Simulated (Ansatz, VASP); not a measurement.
**BN: VASP beside Ansatz**

```
B N
1.0
     2.50223    0.00000    0.00000
    -1.25111    2.16699    0.00000
     0.00000    0.00000    6.76565
B N
2 2
Direct
  0.00000 0.00000 0.00000
  0.33333 0.66667 0.50000
  0.33333 0.66667 0.00000
  0.66667 0.33333 0.50000
```

Alike in both runs: task relaxation of cell and atoms; functional r2SCAN; k mesh 12 × 12 × 4; occupations gaussian, width 0.02 eV; no spin polarisation.

```csv
,VASP,Ansatz
version,VASP 6.6.1,Ansatz 0.2.0
potentials or method,"VASP PAW PBE potentials, release 64 (B, N), cutoff 600 eV","scalar-relativistic, plane waves, PAW"
valence electrons in the cell,16,16
```

Ansatz gave:

```
gap on the k mesh at the Fermi level, each at its own relaxed structure (eV) : 4.95
relaxed volume (Å³/atom)                                                     : 9.28
relaxed cell length with the largest relative difference (Å)                 : 6.857
```

**Question.** Which values does VASP return?

**Answer.** gap on the k mesh at the Fermi level, each at its own relaxed structure (eV): 4.97; relaxed volume (Å³/atom): 9.25; relaxed cell length with the largest relative difference (Å): 6.822.

VASP's potentials were made for PBE, not for r2SCAN.
